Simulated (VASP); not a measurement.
# Al16Si in VASP: relaxation of the atoms with PBE+D3(BJ)

Aim: the relaxation of the atoms of Al16Si with PBE+D3(BJ).

All numbers are computed with VASP 6.6.1; they aren't measurements. Logs are shortened: lines on timing, memory, paths and dates and some standing lists are left out, and cuts for length are marked.

## 1. The cell of the first run

The cell holds a slab with vacuum, 17 atoms: a = 5.728 Å, b = 5.728 Å, c = 20.015 Å, α = 90.00°, β = 90.00°, γ = 60.00°.

## 2. Relaxation of the atoms, PBE+D3(BJ)

Input file INCAR:

```
  PREC = Accurate
  ENCUT = 520
  EDIFF = 1E-6
  ISMEAR = 0
  SIGMA = 0.05
  LREAL = Auto
  LASPH = T
  NELM = 60
  ALGO = Normal
  ISIF = 2
  LWAVE = F
  LCHARG = F
  GGA = PE
  IVDW = 12
  IBRION = 2
  NSW = 80
  EDIFFG = -0.03
```

Input file KPOINTS:

```
regular mesh
0
Gamma
  3 3 1
```

Input file POSCAR:

```
Al16Si
1.0
    5.7275650000      0.0000000000      0.0000000000
    2.8637820000      4.9602170000      0.0000000000
    0.0000000000      0.0000000000     20.0148060000
Al Si
16 1
Selective dynamics
Direct
    0.0000000000      0.0000000000      0.0499630000  F F F
    0.5000000000      0.0000000000      0.0499630000  F F F
    0.0000000000      0.5000000000      0.0499630000  F F F
    0.5000000000      0.5000000000      0.0499630000  F F F
    0.1666667000      0.1666667000      0.1667900000  T T T
    0.6666667000      0.1666667000      0.1667900000  T T T
    0.1666667000      0.6666667000      0.1667900000  T T T
    0.6666667000      0.6666667000      0.1667900000  T T T
   -0.1666667000      0.3333333000      0.2836169000  T T T
    0.3333333000      0.3333333000      0.2836169000  T T T
   -0.1666667000      0.8333333000      0.2836169000  T T T
    0.3333333000      0.8333333000      0.2836169000  T T T
    0.0000000000      0.0000000000      0.4004438000  T T T
    0.5000000000      0.0000000000      0.4004438000  T T T
    0.0000000000      0.5000000000      0.4004438000  T T T
    0.5000000000      0.5000000000      0.4004438000  T T T
    0.0197437000      0.2370214000      0.4958732000  T T T
```

Potentials or basis: VASP PAW PBE potentials, release 64 (Al, Si).

Command:

```
$ cat potpaw_PBE.64/Al/POTCAR potpaw_PBE.64/Si/POTCAR > POTCAR
$ mpirun -np 1 vasp_std > vasp.out
```

OUTCAR:

```text
PREC = Accurate
   ENCUT = 520
   EDIFF = 1E-6
   ISMEAR = 0
   LREAL = Auto
   LASPH = T
   NELM = 60
   ISIF = 2
   GGA = PE
   IVDW = 12
   IBRION = 2
   NSW = 80
   EDIFFG = -0.03
 IVDW          = 12

 ion  position               nearest neighbor table
   1  0.000  0.000  0.050-   3 2.86   3 2.86   2 2.86   2 2.86   4 2.86   4 2.86   7 2.86   6 2.86
                             5 2.86
   2  0.500  0.000  0.050-   4 2.86   4 2.86   1 2.86   1 2.86   3 2.86   3 2.86   8 2.86   5 2.86
                             6 2.86
   3  0.000  0.500  0.050-   1 2.86   1 2.86   4 2.86   4 2.86   2 2.86   2 2.86   5 2.86   8 2.86
                             7 2.86
   4  0.500  0.500  0.050-   2 2.86   2 2.86   3 2.86   3 2.86   1 2.86   1 2.86   6 2.86   7 2.86
                             8 2.86
   5  0.167  0.167  0.167-  10 2.86  12 2.86   9 2.86   7 2.86   7 2.86   6 2.86   6 2.86   8 2.86
                             8 2.86   3 2.86   2 2.86   1 2.86
   6  0.667  0.167  0.167-   9 2.86  11 2.86  10 2.86   8 2.86   8 2.86   5 2.86   5 2.86   7 2.86
                             7 2.86   4 2.86   1 2.86   2 2.86
   7  0.167  0.667  0.167-  12 2.86  10 2.86  11 2.86   5 2.86   5 2.86   8 2.86   8 2.86   6 2.86
                             6 2.86   1 2.86   4 2.86   3 2.86
   8  0.667  0.667  0.167-  11 2.86   9 2.86  12 2.86   6 2.86   6 2.86   7 2.86   7 2.86   5 2.86
                             5 2.86   2 2.86   3 2.86   4 2.86
   9  0.833  0.333  0.284-   6 2.86  13 2.86  16 2.86  15 2.86   8 2.86   5 2.86  11 2.86  11 2.86
                            10 2.86  10 2.86  12 2.86  12 2.86
  10  0.333  0.333  0.284-   5 2.86  14 2.86  15 2.86  16 2.86   7 2.86   6 2.86  12 2.86  12 2.86
                             9 2.86   9 2.86  11 2.86  11 2.86
  11  0.833  0.833  0.284-   8 2.86  15 2.86  14 2.86  13 2.86   6 2.86   7 2.86   9 2.86   9 2.86
                            12 2.86  12 2.86  10 2.86  10 2.86
  12  0.333  0.833  0.284-   7 2.86  16 2.86  13 2.86  14 2.86   5 2.86   8 2.86  10 2.86  10 2.86
                            11 2.86  11 2.86   9 2.86   9 2.86
  13  0.000  0.000  0.400-  17 2.38   9 2.86  12 2.86  11 2.86  15 2.86  15 2.86  14 2.86  14 2.86
                            16 2.86  16 2.86
  14  0.500  0.000  0.400-  10 2.86  11 2.86  12 2.86  16 2.86  16 2.86  13 2.86  13 2.86  15 2.86
                            15 2.86  17 3.05
  15  0.000  0.500  0.400-  17 2.40  11 2.86  10 2.86   9 2.86  13 2.86  13 2.86  16 2.86  16 2.86
                            14 2.86  14 2.86
  16  0.500  0.500  0.400-  12 2.86   9 2.86  10 2.86  14 2.86  14 2.86  15 2.86  15 2.86  13 2.86
                            13 2.86  17 3.21
  17  0.020  0.237  0.496-  13 2.38  15 2.40  14 3.05  16 3.21

  LATTYP: Found a hexagonal cell.
 ALAT       =     5.7275649303
 C/A-ratio  =     3.4944703803

  Lattice vectors:

 A1 = (  -2.8637820000,  -4.9602170000,   0.0000000000)
 A2 = (   5.7275650000,   0.0000000000,   0.0000000000)
 A3 = (   0.0000000000,   0.0000000000,  20.0148060000)

Analysis of symmetry for initial positions (statically):
=====================================================================
 Subroutine PRICEL returns:
 Original cell was already a primitive cell.

 Routine SETGRP: Setting up the symmetry group for a
 hexagonal supercell.

 Subroutine GETGRP returns: Found  1 space group operations
 (whereof  1 operations were pure point group operations)
 out of a pool of 24 trial point group operations.

The static configuration has the point symmetry C_1 .

Analysis of symmetry for dynamics (positions and initial velocities):
=====================================================================
 Subroutine PRICEL returns:
 Original cell was already a primitive cell.

 Routine SETGRP: Setting up the symmetry group for a
 hexagonal supercell.

 Subroutine GETGRP returns: Found  1 space group operations
 (whereof  1 operations were pure point group operations)
 out of a pool of 24 trial point group operations.

The dynamic configuration has the point symmetry C_1 .

Analysis of constrained symmetry for selective dynamics:
=====================================================================
 Subroutine PRICEL returns:
 Original cell was already a primitive cell.

 Routine SETGRP: Setting up the symmetry group for a
 hexagonal supercell.

 Subroutine GETGRP returns: Found  1 space group operations
 (whereof  1 operations were pure point group operations)
 out of a pool of 24 trial point group operations.

The constrained configuration has the point symmetry C_1 .

 Subroutine INISYM returns: Found  1 space group operations
 (whereof  1 operations are pure point group operations),
 and found     1 'primitive' translations

----------------------------------------------------------------------------------------

                                     Primitive cell

  volume of cell :     568.6199

  direct lattice vectors                    reciprocal lattice vectors
     5.727565000  0.000000000  0.000000000     0.174594265 -0.100802024  0.000000000
     2.863782000  4.960217000  0.000000000     0.000000000  0.201604083  0.000000000
     0.000000000  0.000000000 20.014806000     0.000000000  0.000000000  0.049963012

  length of vectors
     5.727565000  5.727564930 20.014806000     0.201604081  0.201604083  0.049963012

  position of ions in fractional coordinates (direct lattice)
     0.000000000  0.000000000  0.049963000
     0.500000000  0.000000000  0.049963000
     0.000000000  0.500000000  0.049963000
     0.500000000  0.500000000  0.049963000
     0.166666700  0.166666700  0.166790000
     0.666666700  0.166666700  0.166790000
[... 9 lines left out ...]
     0.500000000  0.500000000  0.400443800
     0.019743700  0.237021400  0.495873200

  ion indices of the primitive-cell ions
   primitive index   ion index
                 1           1
                 2           2
                 3           3
                 4           4
                 5           5
                 6           6
[... 9 lines left out ...]
                16          16
                17          17

----------------------------------------------------------------------------------------

 KPOINTS: regular mesh

Automatic generation of k-mesh.
 Grid dimensions read from file:
 generate k-points for:    3    3    1

 Generating k-lattice:

  Cartesian coordinates                     Fractional coordinates (reciprocal lattice)
     0.058198088 -0.033600675  0.000000000     0.333333333  0.000000000  0.000000000
     0.000000000  0.067201361  0.000000000     0.000000000  0.333333333  0.000000000
     0.000000000  0.000000000  0.049963012     0.000000000  0.000000000  1.000000000

  Length of vectors
     0.067201360  0.067201361  0.049963012

  Shift w.r.t. Gamma in fractional coordinates (k-lattice)
     0.000000000  0.000000000  0.000000000

 Subroutine IBZKPT returns following result:
 ===========================================

 Found      5 irreducible k-points:

 Following reciprocal coordinates:
            Coordinates               Weight
  0.000000  0.000000  0.000000      1.000000
  0.333333  0.000000  0.000000      2.000000
  0.333333  0.333333  0.000000      2.000000
  0.000000  0.333333  0.000000      2.000000
 -0.333333  0.333333  0.000000      2.000000
   k-points           NKPTS =      5   k-points in BZ     NKDIM =      5   number of bands    NBANDS=     35
   number of dos      NEDOS =    301   number of ions     NIONS =     17
   total plane-waves  NPLWV = 345600
   dimension x,y,z NGX =    48 NGY =   48 NGZ =  150
   dimension x,y,z NGXF=    96 NGYF=   96 NGZF=  300
   ions per type =              16   1
   NGX,Y,Z   is equivalent  to a cutoff of  13.93, 13.93, 12.46 a.u.
   NGXF,Y,Z  is equivalent  to a cutoff of  27.86, 27.86, 24.92 a.u.
 SYSTEM =  unknown system
   PREC   = accura    normal or accurate (medium, high low for compatibility)
   ISTART =      0    job   : 0-new  1-cont  2-samecut
   ICHARG =      2    charge: 1-file 2-atom 10-const
   ISPIN  =      1    spin polarized calculation?
   LNONCOLLINEAR =      F non collinear calculations
   LSORBIT =      F    spin-orbit coupling
   LASPH  =      T    aspherical Exc in radial PAW
   ENCUT  =  520.0 eV  38.22 Ry    6.18 a.u.  10.65 10.65 37.21*2*pi/ulx,y,z
   NELM   =     60;   NELMIN=  2; NELMDL= -5     # of ELM steps
   EDIFF  = 0.1E-05   stopping-criterion for ELM
   LREAL  =      T    real-space projection
   EDIFFG = -.3E-01   stopping-criterion for IOM
   NSW    =     80    number of steps for IOM
   IBRION =      2    ionic relax: 0-MD 1-quasi-New 2-CG
   NFREE  =      1    steps in history (QN), initial steepest desc. (CG)
   ISIF   =      2    stress and relaxation
   ISYM   =      2    0-nonsym 1-usesym 2-fastsym
   POTIM  = 0.5000    time-step for ionic-motion
   TEBEG  =    0.0;   TEEND  =   0.0 temperature during run
   PSTRESS=    0.0 pullay stress
   NELECT =      52.0000    total number of electrons
   NUPDOWN=      -1.0000    fix difference up-down
   EMIN   =  10.00;   EMAX   =-10.00  energy-range for DOS
   EFERMI =   0.00;   METHOD = LEGACY
   ISMEAR =     0;   SIGMA  =   0.05  broadening in eV -4-tet -1-fermi 0-gaus
   EFERMI_NEDOS =   21; number of points for ismear=-14 and -15
   IALGO  =     38    algorithm
   IMIX   =      4    mixing-type and parameters
     AMIX     =   0.40;   BMIX     =  1.00
     AMIX_MAG =   1.60;   BMIX_MAG =  1.00
  volume/ion in A,a.u.               =      33.45       225.72
  Fermi-wavevector in a.u.,A,eV,Ry     =   0.737568  1.393801  7.401653  0.544006
  Thomas-Fermi vector in A             =   1.831280
   LORBIT       =      0    0 simple, 1 ext, 2 COOP (PROOUT), +10 PAW based schemes
   GGA     = PE    functional components
   LHFCALC =     F    Hartree Fock is set to
   AEXX    =    0.0000 exact exchange contribution
   IVDW    =    12    specifies the selected vdW correction
   LEPSILON=     F    determine dielectric tensor
   LRPA    =     F    only Hartree local field effects (RPA)
 conjugate gradient relaxation of ions
 non-spin polarized calculation
 Gauss-broadening in eV      SIGMA  =   0.05
  energy-cutoff  :      520.00
  volume of cell :      568.62
 maximum number of plane-waves:     15399
 NGX is ok and might be reduce to    42
   NGX = 21   NGY = 21   NGZ = 75

--------------------------------------- Ionic step        1  -------------------------------------------

 number of electron      52.0000000 magnetization

 Free energy of the ion-electron system (eV)
  ---------------------------------------------------
  ext. energy  EPLUGINS =         0.00000000
  ---------------------------------------------------
  free energy    TOTEN  =       -61.74525835 eV

  energy without entropy =      -61.72892215  energy(sigma->0) =      -61.73709025

------------------------ aborting loop because EDIFF is reached ----------------------------------------

 Edisp (eV)   -4.41624

 E8    (eV) :    -2.0234
[... 150 lines left out ...]
  FREE ENERGIE OF THE ION-ELECTRON SYSTEM (eV)
  ---------------------------------------------------
  free  energy   TOTEN  =       -66.2911912763 eV

  energy  without entropy=      -66.2763324397  energy(sigma->0) =      -66.28376186

[... ionic steps 4 to 33 ...]

--------------------------------------- Ionic step       34  -------------------------------------------

 number of electron      52.0000000 magnetization

------------------------ aborting loop because EDIFF is reached ----------------------------------------
[... 105 lines left out ...]
--------------------------------------- Ionic step       36  -------------------------------------------

 number of electron      52.0000000 magnetization

 Free energy of the ion-electron system (eV)
  ---------------------------------------------------
  ext. energy  EPLUGINS =         0.00000000
  ---------------------------------------------------
  free energy    TOTEN  =       -62.10384408 eV

  energy without entropy =      -62.10080129  energy(sigma->0) =      -62.10232268

 E-fermi :   1.7967     XC(G=0):  -5.9410

 val. band max:        1.7512617240   @ k =   0.0000   0.0000   0.0000
 cond. band min:       1.8555629667   @ k =   0.0000   0.0000   0.0000
 fundamental gap:      0.1043012427
 Fermi energy:         1.7966657186

 k-point     1 :       0.0000    0.0000    0.0000
  band No.  band energies     occupation
      1      -9.2032      2.00000
      2      -8.1881      2.00000
      3      -6.8587      2.00000
      4      -5.2129      2.00000
      5      -3.4785      2.00000
      6      -3.3688      2.00000
[... 227 lines left out ...]
  FREE ENERGIE OF THE ION-ELECTRON SYSTEM (eV)
  ---------------------------------------------------
  free  energy   TOTEN  =       -66.6060414707 eV

  energy  without entropy=      -66.6029986786  energy(sigma->0) =      -66.60452007

 reached required accuracy - stopping structural energy minimisation
```

Run time: 69 min. Hardware: 1 thread of Intel Xeon Platinum 8175M at 2.50GHz (Skylake/Cascade Lake), shared host; peak memory 0.79 GiB.

What came out:

```yaml
Free_energy: -66.6060 eV
Energy_gained_by_relaxing: 26.1 meV/atom
Ionic_steps: 36
Band_gap_on_the_k_mesh: zero (bands 26 and 27 overlap by 0.64 eV)
Dispersion_energy_per_atom: -0.265 eV
```

Step by step:
| step | energy change (eV) | largest force on free atoms (eV/Å) | pressure (GPa) |
| --- | --- | --- | --- |
| 1 | 0.0000 | 0.8817 | -1.69 |
| 2 | -0.0776 | 0.4850 | -1.75 |
| 3 | -0.1297 | 0.9507 | -1.77 |
| 4 | -0.1914 | 0.7472 | -1.67 |
| 5 | -0.2503 | 0.5180 | -1.31 |
| 6 | -0.2949 | 0.3803 | -1.18 |
| 7 | -0.2959 | 0.4238 | -1.15 |
| 8 | -0.3222 | 0.1972 | -1.20 |
| 9 | -0.3229 | 0.2220 | -1.21 |
| 10 | -0.3389 | 0.1933 | -1.18 |
| 11 | -0.3514 | 0.2331 | -1.11 |
| 12 | -0.3670 | 0.1885 | -1.03 |
| 13 | -0.3807 | 0.1496 | -0.82 |
| 14 | -0.3924 | 0.1231 | -0.71 |
| 15 | -0.3929 | 0.1242 | -0.68 |
| 16 | -0.4007 | 0.1288 | -0.65 |
| 17 | -0.4042 | 0.1589 | -0.59 |
| 18 | -0.4101 | 0.1129 | -0.58 |
| 19 | -0.4114 | 0.2582 | -0.53 |
| 20 | -0.4141 | 0.1731 | -0.55 |
| 21 | -0.4204 | 0.1080 | -0.51 |
| 22 | -0.4209 | 0.1516 | -0.49 |
| 23 | -0.4275 | 0.1017 | -0.52 |
| 24 | -0.4268 | 0.1782 | -0.57 |
| 25 | -0.4298 | 0.1126 | -0.54 |
| 26 | -0.4361 | 0.0734 | -0.56 |
| 27 | -0.4374 | 0.1061 | -0.58 |
| 28 | -0.4409 | 0.0575 | -0.62 |
| 29 | -0.4409 | 0.0574 | -0.62 |
| 30 | -0.4424 | 0.0420 | -0.63 |
| 31 | -0.4428 | 0.0550 | -0.65 |
| 32 | -0.4436 | 0.0397 | -0.68 |
| 33 | -0.4436 | 0.0398 | -0.68 |
| 34 | -0.4441 | 0.0318 | -0.69 |
| 35 | -0.4442 | 0.0404 | -0.69 |
| 36 | -0.4445 | 0.0157 | -0.71 |

Final structure:
```
CELL_PARAMETERS angstrom
5.72757 0.00000 0.00000
2.86378 4.96022 0.00000
0.00000 0.00000 20.01481
ATOMIC_POSITIONS crystal
Al 0.00000 0.00000 0.04996
Al 0.50000 0.00000 0.04996
Al 0.00000 0.50000 0.04996
Al 0.50000 0.50000 0.04996
Al 0.16117 0.16931 0.16514
Al 0.66197 0.16866 0.16369
Al 0.16131 0.66927 0.16366
Al 0.66194 0.66927 0.16368
Al 0.82303 0.33838 0.27645
Al 0.32705 0.33791 0.27638
Al 0.82696 0.83643 0.27572
Al 0.32705 0.83483 0.27637
Al 0.98348 0.99859 0.39322
Al 0.50591 0.99698 0.39260
Al 0.98354 0.51755 0.39322
Al 0.48918 0.50530 0.39315
Si 0.16108 0.16927 0.47903
```

Caveat: the k points lie up to 0.42 Å⁻¹ apart, too coarse for converged energies and pressures of a metal.
